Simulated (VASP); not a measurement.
# PtS2 (P-3m1) in VASP: phonons with PBE+D3(BJ)

Aim: the phonons of PtS2 with PBE+D3(BJ).

Everything below comes from runs of VASP 6.6.1. Logs are shortened: lines on timing, memory, paths and dates and some standing lists are left out, and cuts for length are marked.

## (1) The cell of the first run

Symmetry: P-3m1, No. 164, trigonal system. The conventional cell has a = 3.583 Å, b = 3.583 Å, c = 4.664 Å, α = 90.00°, β = 90.00°, γ = 120.00°. Within 3.2 Å of Pt (site symmetry -3m) lie 6 S at 2.39 Å. S (site symmetry 3m) has 3 Pt at 2.39 Å and 6 S at 3.06 to 3.18 Å within 3.2 Å.

## (2) Phonons, PBE+D3(BJ)

INCAR reads:

```
PREC = Accurate ; ENCUT = 520
EDIFF = 1E-8 ; ISMEAR = 0
SIGMA = 0.01 ; LREAL = F
LASPH = T ; NELM = 80
ALGO = Normal ; ISIF = 2
LWAVE = F ; LCHARG = F
GGA = PE ; IVDW = 12
IBRION = 6 ; NFREE = 2
POTIM = 0.015 ; NSW = 1
```

KPOINTS reads:

```
Automatic mesh
0
Gamma
  12 12 8
```

POSCAR reads:

```
PtS2
1.0
    3.5830653944      0.0000000000      0.0000000000
   -1.7915326972      3.1030256550      0.0000000000
    0.0000000000      0.0000000000      4.6639927294
Pt S
1 2
Direct
    0.0000000000      0.0000000000      0.0000000000
    0.3333333333      0.6666666667      0.2586282042
    0.6666666667      0.3333333333      0.7413717958
```

Potentials or basis: VASP PAW PBE potentials, release 64 (Pt, S).

On the command line:

```sh
$ cat potpaw_PBE.64/Pt/POTCAR potpaw_PBE.64/S/POTCAR > POTCAR
$ mpirun -np 1 vasp_std > vasp.out
```

OUTCAR:

```text
PREC = Accurate
   ENCUT = 520
   EDIFF = 1E-8
   ISMEAR = 0
   LREAL = F
   LASPH = T
   NELM = 80
   ISIF = 2
   GGA = PE
   IVDW = 12
   IBRION = 6
   NFREE = 2
   POTIM = 0.015
   NSW = 1
 IVDW          = 12

 ion  position               nearest neighbor table
   1  0.000  0.000  0.000-   2 2.39   3 2.39   3 2.39   2 2.39   3 2.39   2 2.39
   2  0.333  0.667  0.259-   1 2.39   1 2.39   1 2.39
   3  0.667  0.333  0.741-   1 2.39   1 2.39   1 2.39

  LATTYP: Found a hexagonal cell.
 ALAT       =     3.5830653944
 C/A-ratio  =     1.3016766975

  Lattice vectors:

 A1 = (   3.5830653944,   0.0000000000,   0.0000000000)
 A2 = (  -1.7915326972,   3.1030256550,   0.0000000000)
 A3 = (   0.0000000000,   0.0000000000,   4.6639927294)

Analysis of symmetry for initial positions (statically):
=====================================================================
 Subroutine PRICEL returns:
 Original cell was already a primitive cell.

 Routine SETGRP: Setting up the symmetry group for a
 hexagonal supercell.

 Subroutine GETGRP returns: Found 12 space group operations
 (whereof 12 operations were pure point group operations)
 out of a pool of 24 trial point group operations.

The static configuration has the point symmetry D_3d.

Analysis of symmetry for dynamics (positions and initial velocities):
=====================================================================
 Subroutine PRICEL returns:
 Original cell was already a primitive cell.

 Routine SETGRP: Setting up the symmetry group for a
 hexagonal supercell.

 Subroutine GETGRP returns: Found 12 space group operations
 (whereof 12 operations were pure point group operations)
 out of a pool of 24 trial point group operations.

The dynamic configuration has the point symmetry D_3d.

 Subroutine INISYM returns: Found 12 space group operations
 (whereof 12 operations are pure point group operations),
 and found     1 'primitive' translations

----------------------------------------------------------------------------------------

                                     Primitive cell

  volume of cell :      51.8559

  direct lattice vectors                    reciprocal lattice vectors
     3.583065394  0.000000000  0.000000000     0.279090636  0.161133054  0.000000000
    -1.791532697  3.103025655  0.000000000     0.000000000  0.322266108  0.000000000
     0.000000000  0.000000000  4.663992729     0.000000000  0.000000000  0.214408568

  length of vectors
     3.583065394  3.583065394  4.663992729     0.322266108  0.322266108  0.214408568

  position of ions in fractional coordinates (direct lattice)
     0.000000000  0.000000000  0.000000000
     0.333333333  0.666666667  0.258628204
     0.666666667  0.333333333  0.741371796

  ion indices of the primitive-cell ions
   primitive index   ion index
                 1           1
                 2           2
                 3           3

----------------------------------------------------------------------------------------

 KPOINTS: Automatic mesh

Automatic generation of k-mesh.
 Grid dimensions read from file:
 generate k-points for:   12   12    8

 Generating k-lattice:

  Cartesian coordinates                     Fractional coordinates (reciprocal lattice)
     0.023257553  0.013427754  0.000000000     0.083333333 -0.000000000  0.000000000
     0.000000000  0.026855509  0.000000000     0.000000000  0.083333333  0.000000000
     0.000000000  0.000000000  0.026801071     0.000000000  0.000000000  0.125000000

  Length of vectors
     0.026855509  0.026855509  0.026801071

  Shift w.r.t. Gamma in fractional coordinates (k-lattice)
     0.000000000  0.000000000  0.000000000

 Subroutine IBZKPT returns following result:
 ===========================================

 Found    131 irreducible k-points:

 Following reciprocal coordinates:
            Coordinates               Weight
  0.000000  0.000000  0.000000      1.000000
  0.083333 -0.000000  0.000000      6.000000
  0.166667  0.000000  0.000000      6.000000
  0.250000  0.000000  0.000000      6.000000
  0.333333  0.000000  0.000000      6.000000
  0.416667  0.000000  0.000000      6.000000
[... 16 lines left out ...]
  0.166667  0.000000  0.125000      6.000000
  0.000000  0.166667  0.125000      6.000000
 [... further k-points ...]
   k-points           NKPTS =    131   k-points in BZ     NKDIM =    131   number of bands    NBANDS=     15
   number of dos      NEDOS =    301   number of ions     NIONS =      3
   total plane-waves  NPLWV =  28224
   dimension x,y,z NGX =    28 NGY =   28 NGZ =   36
   dimension x,y,z NGXF=    56 NGYF=   56 NGZF=   72
   ions per type =               1   2
   NGX,Y,Z   is equivalent  to a cutoff of  12.99, 12.99, 12.83 a.u.
   NGXF,Y,Z  is equivalent  to a cutoff of  25.98, 25.98, 25.66 a.u.
 SYSTEM =  unknown system
   PREC   = accura    normal or accurate (medium, high low for compatibility)
   ISTART =      0    job   : 0-new  1-cont  2-samecut
   ICHARG =      2    charge: 1-file 2-atom 10-const
   ISPIN  =      1    spin polarized calculation?
   LNONCOLLINEAR =      F non collinear calculations
   LSORBIT =      F    spin-orbit coupling
   LASPH  =      T    aspherical Exc in radial PAW
   ENCUT  =  520.0 eV  38.22 Ry    6.18 a.u.   6.66  6.66  8.67*2*pi/ulx,y,z
   NELM   =     80;   NELMIN=  2; NELMDL= -5     # of ELM steps
   EDIFF  = 0.1E-07   stopping-criterion for ELM
   LREAL  =      F    real-space projection
   EDIFFG = 0.1E-06   stopping-criterion for IOM
   NSW    =     73    number of steps for IOM
   IBRION =      6    ionic relax: 0-MD 1-quasi-New 2-CG
   NFREE  =      2    steps in history (QN), initial steepest desc. (CG)
   ISIF   =      2    stress and relaxation
   ISYM   =      2    0-nonsym 1-usesym 2-fastsym
   POTIM  = 0.0150    time-step for ionic-motion
   TEBEG  =    0.0;   TEEND  =   0.0 temperature during run
   PSTRESS=    0.0 pullay stress
   NELECT =      22.0000    total number of electrons
   NUPDOWN=      -1.0000    fix difference up-down
   EMIN   =  10.00;   EMAX   =-10.00  energy-range for DOS
   EFERMI =   0.00;   METHOD = LEGACY
   ISMEAR =     0;   SIGMA  =   0.01  broadening in eV -4-tet -1-fermi 0-gaus
   EFERMI_NEDOS =   21; number of points for ismear=-14 and -15
   IALGO  =     38    algorithm
   IMIX   =      4    mixing-type and parameters
     AMIX     =   0.40;   BMIX     =  1.00
     AMIX_MAG =   1.60;   BMIX_MAG =  1.00
  volume/ion in A,a.u.               =      17.29       116.65
  Fermi-wavevector in a.u.,A,eV,Ry     =   1.230126  2.324602 20.588485  1.513211
  Thomas-Fermi vector in A             =   2.364987
   LORBIT       =      0    0 simple, 1 ext, 2 COOP (PROOUT), +10 PAW based schemes
   GGA     = PE    functional components
   LHFCALC =     F    Hartree Fock is set to
   AEXX    =    0.0000 exact exchange contribution
   IVDW    =    12    specifies the selected vdW correction
   LEPSILON=     F    determine dielectric tensor
   LRPA    =     F    only Hartree local field effects (RPA)
 finite differences with symmetry
 non-spin polarized calculation
 Gauss-broadening in eV      SIGMA  =   0.01
  energy-cutoff  :      520.00
  volume of cell :       51.86
 maximum number of plane-waves:      1421
 NGX is ok and might be reduce to    28
   NGX = 13   NGY = 13   NGZ = 17

--------------------------------------- Ionic step        1  -------------------------------------------

 number of electron      21.9999997 magnetization

 Free energy of the ion-electron system (eV)
  ---------------------------------------------------
  ext. energy  EPLUGINS =         0.00000000
  ---------------------------------------------------
  free energy    TOTEN  =       -15.31638916 eV

  energy without entropy =      -15.31638916  energy(sigma->0) =      -15.31638916

------------------------ aborting loop because EDIFF is reached ----------------------------------------

 Edisp (eV)   -1.35386

 E8    (eV) :    -0.5436
[... 319 lines left out ...]
--------------------------------------- Ionic step        9  -------------------------------------------

 number of electron      21.9999996 magnetization

 Free energy of the ion-electron system (eV)
  ---------------------------------------------------
  ext. energy  EPLUGINS =         0.00000000
  ---------------------------------------------------
  free energy    TOTEN  =       -15.31609700 eV

  energy without entropy =      -15.31609700  energy(sigma->0) =      -15.31609700

 E-fermi :   8.0377     XC(G=0): -11.0360

 val. band max:        7.9854746996   @ k =   0.0000   0.0000   0.0000
 cond. band min:       8.0842237290   @ k =   0.0000   0.3333   0.2500
 fundamental gap:      0.0987490294
 Fermi energy:         8.0377150753

 k-point     1 :       0.0000    0.0000    0.0000
  band No.  band energies     occupation
      1      -8.0107      2.00000
      2      -4.5750      2.00000
      3       0.3350      2.00000
      4       0.8403      2.00000
      5       0.8403      2.00000
      6       3.7060      2.00000
      7       3.7060      2.00000
      8       5.4889      2.00000
      9       6.3509      2.00000
     10       6.3509      2.00000
     11       7.9855      2.00000
     12       9.1608      0.00000
     13       9.1608      0.00000
     14      11.5896      0.00000
[... 401 lines left out ...]
      2      -4.9432      2.00000
      3       0.5891      2.00000
      4       1.0315      2.00000
      5       1.5126      2.00000
      6       2.9962      2.00000
      7       3.5169      2.00000
      8       4.6852      2.00000
      9       5.9446      2.00000
     10       6.3524      2.00000
     11       7.6567      2.00000
     12       8.8783      0.00000
     13       9.0195      0.00000
     14      12.8333      0.00000
     15      13.6587      0.00000

 [... further k-points ...]

------------------------ aborting loop because EDIFF is reached ----------------------------------------

 Edisp (eV)   -1.35351

 E8    (eV) :    -0.5434
[... 26 lines left out ...]
  FREE ENERGIE OF THE ION-ELECTRON SYSTEM (eV)
  ---------------------------------------------------
  free  energy   TOTEN  =       -16.6696048352 eV

  energy  without entropy=      -16.6696048352  energy(sigma->0) =      -16.66960484

 INTERNAL STRAIN TENSORS FROM DISPLACED ATOMS
 ============================================

 INTERNAL STRAIN TENSOR FOR ION    1 for displacements in x,y,z  (eV/Angst):
          X           Y           Z          XY          YZ          ZX
  --------------------------------------------------------------------------------
  x     0.00000     0.00000     0.00000     0.00000     0.00000     0.00000
  y     0.00000     0.00000     0.00000     0.00000     0.00000     0.00000
  z     0.00000     0.00000     0.00000     0.00000     0.00000     0.00000

 INTERNAL STRAIN TENSOR FOR ION    3 for displacements in x,y,z  (eV/Angst):
          X           Y           Z          XY          YZ          ZX
  --------------------------------------------------------------------------------
  x     0.00000     0.00000     0.00000    -4.88848     0.00000     9.91284
  y    -4.88848     4.88848     0.00000     0.00000     9.91281    -0.00000
  z    10.69165    10.69165    13.22788     0.00000     0.00000     0.00000

 Eigenvectors and eigenvalues of the dynamical matrix
 ----------------------------------------------------

   1 f  =    9.922551 THz    62.345228 2PiTHz  330.980679 cm-1    41.036356 meV
             X         Y         Z           dx          dy          dz
      0.000000  0.000000  0.000000    -0.000000   -0.000000    0.000000
     -0.000000  2.068684  1.206240    -0.000000    0.000000   -0.707107
      1.791533  1.034342  3.457753     0.000000    0.000000    0.707107
[... 25 lines left out ...]
   6 f  =    8.790198 THz    55.230444 2PiTHz  293.209448 cm-1    36.353322 meV
             X         Y         Z           dx          dy          dz
      0.000000  0.000000  0.000000     0.000000   -0.000000    0.000000
     -0.000000  2.068684  1.206240     0.707107    0.000004   -0.000000
      1.791533  1.034342  3.457753    -0.707107   -0.000004   -0.000000

   7 f/i=    0.000134 THz     0.000840 2PiTHz    0.004461 cm-1     0.000553 meV
             X         Y         Z           dx          dy          dz
      0.000000  0.000000  0.000000     0.000000   -0.000000    0.867526
     -0.000000  2.068684  1.206240     0.000000   -0.000000    0.351710
      1.791533  1.034342  3.457753     0.000000   -0.000000    0.351710

   8 f/i=    0.000627 THz     0.003942 2PiTHz    0.020930 cm-1     0.002595 meV
             X         Y         Z           dx          dy          dz
      0.000000  0.000000  0.000000    -0.865457   -0.059267   -0.000000
     -0.000000  2.068684  1.206240    -0.350939   -0.024033   -0.000000
      1.791533  1.034342  3.457753    -0.350939   -0.024033   -0.000000

   9 f/i=    0.000627 THz     0.003942 2PiTHz    0.020930 cm-1     0.002595 meV
             X         Y         Z           dx          dy          dz
      0.000000  0.000000  0.000000     0.059267   -0.865457   -0.000000
     -0.000000  2.068684  1.206240     0.024033   -0.350939   -0.000000
      1.791533  1.034342  3.457753     0.024033   -0.350939   -0.000000

 ELASTIC MODULI CONTR FROM IONIC RELAXATION (kBar)
 Direction    XX          YY          ZZ          XY          YZ          ZX
 --------------------------------------------------------------------------------
 XX        -692.4796   -401.1540   -676.5305      0.0000    295.3739     -0.0000
 YY        -401.1540   -692.4796   -676.5305     -0.0000   -295.3739      0.0000
 ZZ        -676.5305   -676.5305   -837.0145     -0.0000      0.0000      0.0000
 XY           0.0000     -0.0000     -0.0000   -145.6628     -0.0000    295.3747
 YZ         295.3739   -295.3739      0.0000     -0.0000   -598.9570      0.0000
 ZX          -0.0000      0.0000      0.0000    295.3747      0.0000   -598.9602
 --------------------------------------------------------------------------------
```

It took 10 min on 1 thread of AMD EPYC 9R45 (Zen 5), shared host; peak memory 0.75 GiB.

What came out:

* Highest phonon frequency at Γ, LO-TO splitting left out: 331 cm⁻¹
* Dispersion energy per atom: -0.451 eV

Phonon frequencies in cm⁻¹ (negative: imaginary):
| q point | frequencies |
| --- | --- |
| (0.000, 0.000, 0.000) | 0 0 0 293 293 303 303 320 331 |

Caveat: spin-orbit coupling is left out, which moves the levels of the heavy elements.
